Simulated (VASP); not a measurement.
# TiC (Fm-3m) in VASP: further runs

TiC is run at these levels: LDA; tasks: vibrations by perturbation theory.

Everything below comes from runs of VASP 6.6.1. Logs are shortened: lines on timing, memory, paths and dates and some standing lists are left out, and cuts for length are marked.

**1. The cell of the first run**

The structure is cubic, space group Fm-3m (No. 225). Conventional cell: a = 4.218 Å, b = 4.218 Å, c = 4.218 Å, α = 90.00°, β = 90.00°, γ = 90.00°. Ti (site symmetry m-3m) has 6 C at 2.11 Å within 2.8 Å. C (site symmetry m-3m) has 6 Ti at 2.11 Å within 2.8 Å.

**2. Vibrations by perturbation theory, LDA (volume scaled by 0.970)**

Input file INCAR:

```
SYSTEM = TiC
PREC = Accurate ; ENCUT = 520
EDIFF = 1E-8 ; ISMEAR = -1
SIGMA = 0.08 ; LREAL = .FALSE.
LASPH = .TRUE. ; NELM = 60
ALGO = Normal ; ISIF = 2
LWAVE = .FALSE. ; LCHARG = .FALSE.
GGA = CA ; IBRION = 8
NSW = 1
```

Input file KPOINTS:

```
regular mesh
0
G
  16 16 16
  0 0 0
```

Input file POSCAR:

```
TiC
1.0
    0.0000000000      2.1089239900      2.1089239900
    2.1089239900      0.0000000000      2.1089239900
    2.1089239900      2.1089239900      0.0000000000
Ti C
1 1
Direct
    0.0000000000      0.0000000000      0.0000000000
    0.5000000000      0.5000000000      0.5000000000
```

Potentials or basis: VASP PAW LDA potentials, release 64 (Ti_sv, C).

Launch:

```
cat potpaw_LDA.64/Ti_sv/POTCAR potpaw_LDA.64/C/POTCAR > POTCAR
mpirun -np 1 vasp_std > vasp.out
```

OUTCAR:

```text
SYSTEM = TiC
   PREC = Accurate
   ENCUT = 520
   EDIFF = 1E-8
   ISMEAR = -1
   LREAL = .FALSE.
   LASPH = .TRUE.
   NELM = 60
   ISIF = 2
   GGA = CA
   IBRION = 8
   NSW = 1

 ion  position               nearest neighbor table
   1  0.000  0.000  0.000-   2 2.11   2 2.11   2 2.11   2 2.11   2 2.11   2 2.11
   2  0.500  0.500  0.500-   1 2.11   1 2.11   1 2.11   1 2.11   1 2.11   1 2.11

  LATTYP: Found a face centered cubic cell.
 ALAT       =     4.2178479800

  Lattice vectors:

 A1 = (   0.0000000000,   2.1089239900,   2.1089239900)
 A2 = (   2.1089239900,   0.0000000000,   2.1089239900)
 A3 = (   2.1089239900,   2.1089239900,   0.0000000000)

Analysis of symmetry for initial positions (statically):
=====================================================================
 Subroutine PRICEL returns:
 Original cell was already a primitive cell.

 Routine SETGRP: Setting up the symmetry group for a
 face centered cubic supercell.

 Subroutine GETGRP returns: Found 48 space group operations
 (whereof 48 operations were pure point group operations)
 out of a pool of 48 trial point group operations.

The static configuration has the point symmetry O_h .

Analysis of symmetry for dynamics (positions and initial velocities):
=====================================================================
 Subroutine PRICEL returns:
 Original cell was already a primitive cell.

 Routine SETGRP: Setting up the symmetry group for a
 face centered cubic supercell.

 Subroutine GETGRP returns: Found 48 space group operations
 (whereof 48 operations were pure point group operations)
 out of a pool of 48 trial point group operations.

The dynamic configuration has the point symmetry O_h .

 Subroutine INISYM returns: Found 48 space group operations
 (whereof 48 operations are pure point group operations),
 and found     1 'primitive' translations

[... 521 lines left out ...]
  external PRESSURE =      98.6373655 kB  Pullay stress =       0.0000000 kB

 VOLUME and BASIS-vectors are now :
 -----------------------------------------------------------------------------
  energy-cutoff  :      520.00
  volume of cell :       18.76
      direct lattice vectors                 reciprocal lattice vectors
     0.000000000  2.108923990  2.108923990    -0.237087729  0.237087729  0.237087729
     2.108923990  0.000000000  2.108923990     0.237087729 -0.237087729  0.237087729
     2.108923990  2.108923990  0.000000000     0.237087729  0.237087729 -0.237087729

 POSITION                                       TOTAL-FORCE (eV/Angst)
 -----------------------------------------------------------------------------------
      0.00000      0.00000      0.00000        -0.000000     -0.000000     -0.000000
      2.10892      2.10892      2.10892         0.000000      0.000000      0.000000
 -----------------------------------------------------------------------------------
    total drift:                                0.000000     -0.000000     -0.000000

  FREE ENERGIE OF THE ION-ELECTRON SYSTEM (eV)
  ---------------------------------------------------
  free  energy   TOTEN  =       -20.5226347241 eV

  energy  without entropy=      -20.5161831392  energy(sigma->0) =      -20.51940893

[... ionic steps 2 to 3 ...]

--------------------------------------- Ionic step        4  -------------------------------------------

------------------------ aborting loop because EDIFF is reached ----------------------------------------

[... ionic steps 5 to 6 ...]

--------------------------------------- Ionic step        7  -------------------------------------------

 Free energy of the ion-electron system (eV)
  ---------------------------------------------------
  ---------------------------------------------------
  free energy    TOTEN  =        -0.11844195 eV

  energy without entropy =       -0.11844195

------------------------ aborting loop because EDIFF is reached ----------------------------------------

 INTERNAL STRAIN TENSOR  FOR ION    2  DIRECTION 1   (eV/Angst):
 -----------------------------------------------------------------------------
    -0.01037  0.00000  0.00000
    -0.00000  0.00394 -0.00000
     0.00000 -0.00000  0.00394

 INTERNAL STRAIN TENSOR FOR ION    2 for displacements in x,y,z  (eV/Angst):
          X           Y           Z          XY          YZ          ZX
  --------------------------------------------------------------------------------
  x     0.00000     0.00000     0.00000     0.00000     0.00000     0.00000
  y     0.00000     0.00000     0.00000     0.00000     0.00000     0.00000
  z     0.00000     0.00000     0.00000     0.00000     0.00000     0.00000

 SECOND DERIVATIVES (NOT SYMMETRIZED)
 ------------------------------------
               1X          1Y          1Z          2X          2Y          2Z
  1X   -12.244811    0.000000    0.000000   12.244811    0.000000    0.000000
  1Y     0.000000  -12.244811    0.000000    0.000000   12.244811    0.000000
  1Z     0.000000    0.000000  -12.244811    0.000000    0.000000   12.244811
  2X    12.186361    0.000000    0.000000  -12.186361    0.000000    0.000000
  2Y     0.000000   12.186361    0.000000    0.000000  -12.186361    0.000000
  2Z     0.000000    0.000000   12.186361    0.000000    0.000000  -12.186361

 Eigenvectors and eigenvalues of the dynamical matrix
 ----------------------------------------------------

   1 f  =   17.620200 THz   110.710984 2PiTHz  587.746617 cm-1    72.871260 meV
             X         Y         Z           dx          dy          dz
      0.000000  0.000000  0.000000     0.000000    0.000000   -0.448683
      2.108924  2.108924  2.108924     0.000000   -0.000000    0.893691
[... 21 lines left out ...]
   6 f/i=    0.016904 THz     0.106210 2PiTHz    0.563851 cm-1     0.069909 meV
             X         Y         Z           dx          dy          dz
      0.000000  0.000000  0.000000     0.854144    0.254164   -0.067252
      2.108924  2.108924  2.108924     0.428828    0.127604   -0.033764

--------------------------------------------------------------------------------------------------------

 ELASTIC MODULI CONTR FROM IONIC RELAXATION (kBar)
 Direction    XX          YY          ZZ          XY          YZ          ZX
 --------------------------------------------------------------------------------
 XX           0.0000      0.0000      0.0000      0.0000      0.0000      0.0000
 YY           0.0000      0.0000      0.0000      0.0000      0.0000      0.0000
 ZZ           0.0000      0.0000      0.0000      0.0000      0.0000      0.0000
 XY           0.0000      0.0000      0.0000      0.0000      0.0000      0.0000
 YZ           0.0000      0.0000      0.0000      0.0000      0.0000      0.0000
 ZX           0.0000      0.0000      0.0000      0.0000      0.0000      0.0000
 --------------------------------------------------------------------------------
```

Run time: 2.2 min. Hardware: 1 thread of Intel Xeon 6975P-C (Granite Rapids), shared host; peak memory 0.32 GiB.

Results:

```yaml
Highest_phonon_frequency_at_Γ_LO-TO_splitting_left_out: 588 cm⁻¹
```

Phonon frequencies in cm⁻¹ (negative: imaginary):
```
              q point           frequencies
(0.000, 0.000, 0.000)  -1 -1 -1 588 588 588
```

Caveat: the cell differs from its parent crystal (volume scaled by 0.970); the cell wasn't relaxed at this level first, which shifts response properties.

**3. Vibrations by perturbation theory, LDA**

This run uses another cell than the first one, of 9.67 Å³/atom, 1.031 times its volume.

Input file INCAR:

```
PREC = Accurate
ENCUT = 520
EDIFF = 1E-8
ISMEAR = -1
SIGMA = 0.08
LREAL = False
LASPH = True
NELM = 100
ALGO = Normal
ISIF = 2
LWAVE = False
LCHARG = True
IBRION = 8
NSW = 1
```

Input file KPOINTS:

```
regular mesh
0
Gamma
  16 16 16
```

Input file POSCAR:

```
TiC
1.0
    0.0000000000      2.1304451090      2.1304451090
    2.1304451090      0.0000000000      2.1304451090
    2.1304451090      2.1304451090      0.0000000000
Ti C
1 1
Direct
    0.0000000000      0.0000000000      0.0000000000
    0.5000000000      0.5000000000      0.5000000000
```

Potentials or basis: VASP PAW LDA potentials, release 64 (Ti_sv, C).

Launch:

```
cat potpaw_LDA.64/Ti_sv/POTCAR potpaw_LDA.64/C/POTCAR > POTCAR
mpirun -np 1 vasp_std > vasp.out
```

OUTCAR:

```text
PREC = Accurate
   ENCUT = 520
   EDIFF = 1E-8
   ISMEAR = -1
   LREAL = False
   LASPH = True
   NELM = 100
   ISIF = 2
   IBRION = 8
   NSW = 1

 ion  position               nearest neighbor table
   1  0.000  0.000  0.000-   2 2.13   2 2.13   2 2.13   2 2.13   2 2.13   2 2.13
   2  0.500  0.500  0.500-   1 2.13   1 2.13   1 2.13   1 2.13   1 2.13   1 2.13

  LATTYP: Found a face centered cubic cell.
 ALAT       =     4.2608902180

  Lattice vectors:

 A1 = (   0.0000000000,   2.1304451090,   2.1304451090)
 A2 = (   2.1304451090,   0.0000000000,   2.1304451090)
 A3 = (   2.1304451090,   2.1304451090,   0.0000000000)

Analysis of symmetry for initial positions (statically):
=====================================================================
 Subroutine PRICEL returns:
 Original cell was already a primitive cell.

 Routine SETGRP: Setting up the symmetry group for a
 face centered cubic supercell.

 Subroutine GETGRP returns: Found 48 space group operations
 (whereof 48 operations were pure point group operations)
 out of a pool of 48 trial point group operations.

The static configuration has the point symmetry O_h .

Analysis of symmetry for dynamics (positions and initial velocities):
=====================================================================
 Subroutine PRICEL returns:
 Original cell was already a primitive cell.

 Routine SETGRP: Setting up the symmetry group for a
 face centered cubic supercell.

 Subroutine GETGRP returns: Found 48 space group operations
 (whereof 48 operations were pure point group operations)
 out of a pool of 48 trial point group operations.

The dynamic configuration has the point symmetry O_h .

 Subroutine INISYM returns: Found 48 space group operations
 (whereof 48 operations are pure point group operations),
 and found     1 'primitive' translations

----------------------------------------------------------------------------------------

                                     Primitive cell

  volume of cell :      19.3393

  direct lattice vectors                    reciprocal lattice vectors
     0.000000000  2.130445109  2.130445109    -0.234692740  0.234692740  0.234692740
     2.130445109  0.000000000  2.130445109     0.234692740 -0.234692740  0.234692740
     2.130445109  2.130445109  0.000000000     0.234692740  0.234692740 -0.234692740

  length of vectors
     3.012904367  3.012904367  3.012904367     0.406499750  0.406499750  0.406499750

  position of ions in fractional coordinates (direct lattice)
     0.000000000  0.000000000  0.000000000
     0.500000000  0.500000000  0.500000000

  ion indices of the primitive-cell ions
   primitive index   ion index
                 1           1
                 2           2

[... 473 lines left out ...]
  band No.  band energies     occupation
      1     -45.9025      2.00000
      2     -22.3467      2.00000
      3     -22.3043      2.00000
      4     -22.2896      2.00000
      5      -2.3565      2.00000
      6       9.5790      1.90000
      7       9.7390      1.43970
      8       9.7876      1.16656
      9      10.5927      0.00012
     10      11.2490      0.00000
     11      12.1828      0.00000
     12      12.8187      0.00000

 [... further k-points ...]

------------------------ aborting loop because EDIFF is reached ----------------------------------------

  FORCE on cell =-STRESS in cart. coord.  units (eV):
  Direction    XX          YY          ZZ          XY          YZ          ZX
  --------------------------------------------------------------------------------------
  -------------------------------------------------------------------------------------
  Total        0.0865218      0.0865218      0.0865218     -0.0000000      0.0000000      0.0000000
  in kB        7.1679549      7.1679549      7.1679549     -0.0000000      0.0000000      0.0000000
  external PRESSURE =       7.1679549 kB  Pullay stress =       0.0000000 kB

 VOLUME and BASIS-vectors are now :
 -----------------------------------------------------------------------------
  energy-cutoff  :      520.00
  volume of cell :       19.34
      direct lattice vectors                 reciprocal lattice vectors
     0.000000000  2.130445109  2.130445109    -0.234692740  0.234692740  0.234692740
     2.130445109  0.000000000  2.130445109     0.234692740 -0.234692740  0.234692740
     2.130445109  2.130445109  0.000000000     0.234692740  0.234692740 -0.234692740

 POSITION                                       TOTAL-FORCE (eV/Angst)
 -----------------------------------------------------------------------------------
      0.00000      0.00000      0.00000        -0.000000     -0.000000      0.000000
      2.13045      2.13045      2.13045         0.000000      0.000000     -0.000000
 -----------------------------------------------------------------------------------
    total drift:                                0.000000     -0.000000     -0.000000

  FREE ENERGIE OF THE ION-ELECTRON SYSTEM (eV)
  ---------------------------------------------------
  free  energy   TOTEN  =       -20.5417360398 eV

  energy  without entropy=      -20.5351030197  energy(sigma->0) =      -20.53841953

[... ionic steps 2 to 3 ...]

--------------------------------------- Ionic step        4  -------------------------------------------

------------------------ aborting loop because EDIFF is reached ----------------------------------------

[... ionic steps 5 to 6 ...]

--------------------------------------- Ionic step        7  -------------------------------------------

 Free energy of the ion-electron system (eV)
  ---------------------------------------------------
  ---------------------------------------------------
  free energy    TOTEN  =        -0.11792756 eV

  energy without entropy =       -0.11792756

------------------------ aborting loop because EDIFF is reached ----------------------------------------

 INTERNAL STRAIN TENSOR  FOR ION    2  DIRECTION 1   (eV/Angst):
 -----------------------------------------------------------------------------
    -0.01253 -0.00000 -0.00000
    -0.00000  0.00499 -0.00000
     0.00000 -0.00000  0.00499

 INTERNAL STRAIN TENSOR FOR ION    2 for displacements in x,y,z  (eV/Angst):
          X           Y           Z          XY          YZ          ZX
  --------------------------------------------------------------------------------
  x     0.00000     0.00000     0.00000     0.00000     0.00000     0.00000
  y     0.00000     0.00000     0.00000     0.00000     0.00000     0.00000
  z     0.00000     0.00000     0.00000     0.00000     0.00000     0.00000

 SECOND DERIVATIVES (NOT SYMMETRIZED)
 ------------------------------------
               1X          1Y          1Z          2X          2Y          2Z
  1X   -11.033680    0.000000    0.000000   11.033680    0.000000    0.000000
  1Y     0.000000  -11.033680    0.000000    0.000000   11.033680    0.000000
  1Z     0.000000    0.000000  -11.033680    0.000000    0.000000   11.033680
  2X    10.934346    0.000000    0.000000  -10.934346    0.000000    0.000000
  2Y     0.000000   10.934346    0.000000    0.000000  -10.934346    0.000000
  2Z     0.000000    0.000000   10.934346    0.000000    0.000000  -10.934346

 Eigenvectors and eigenvalues of the dynamical matrix
 ----------------------------------------------------

   1 f  =   16.697722 THz   104.914883 2PiTHz  556.976063 cm-1    69.056200 meV
             X         Y         Z           dx          dy          dz
      0.000000  0.000000  0.000000     0.000000    0.000000   -0.449448
      2.130445  2.130445  2.130445     0.000000    0.000000    0.893306
[... 21 lines left out ...]
   6 f/i=    0.030314 THz     0.190470 2PiTHz    1.011175 cm-1     0.125370 meV
             X         Y         Z           dx          dy          dz
      0.000000  0.000000  0.000000    -0.023890    0.132114    0.883160
      2.130445  2.130445  2.130445    -0.012020    0.066470    0.444343

--------------------------------------------------------------------------------------------------------

 ELASTIC MODULI CONTR FROM IONIC RELAXATION (kBar)
 Direction    XX          YY          ZZ          XY          YZ          ZX
 --------------------------------------------------------------------------------
 XX           0.0000      0.0000      0.0000      0.0000      0.0000      0.0000
 YY           0.0000      0.0000      0.0000      0.0000      0.0000      0.0000
 ZZ           0.0000      0.0000      0.0000      0.0000      0.0000      0.0000
 XY           0.0000      0.0000      0.0000      0.0000      0.0000      0.0000
 YZ           0.0000      0.0000      0.0000      0.0000      0.0000      0.0000
 ZX           0.0000      0.0000      0.0000      0.0000      0.0000      0.0000
 --------------------------------------------------------------------------------
```

stdout:

```text
POSCAR found type information on POSCAR TiC
 POSCAR found :  2 types and       2 ions
 scaLAPACK will be used
 LDA part: xc-table for (Slater(with rela. corr.)+CA(PZ))
 , standard interpolation
 POSCAR, INCAR and KPOINTS ok, starting setup
 FFT: planning ... GRIDC
 FFT: planning ... GRID_SOFT
 FFT: planning ... GRID
 WAVECAR not read
 entering main loop
 Linear response reoptimize wavefunctions to high precision
 Linear response DOF=           2
 Linear response progress:
 first order change of Fermi-energy   0.62079E-04
 force on displaced ion       1 direction 1 : -11.034   0.000   0.000
 Linear response progress:
 first order change of Fermi-energy   0.25690E-03
 force on displaced ion       2 direction 1 : -10.934   0.000   0.000
 Linear response finished
```

Wall time 2.1 min (1 thread of Intel Xeon 6975P-C (Granite Rapids), shared host); peak memory 0.33 GiB.

What came out:

- Highest phonon frequency at Γ, LO-TO splitting left out: 557 cm⁻¹

Phonon frequencies in cm⁻¹ (negative: imaginary):
```csv
q point,frequencies
"(0.000, 0.000, 0.000)",-1 -1 -1 557 557 557
```

(Part 1 of 2 ends here.)
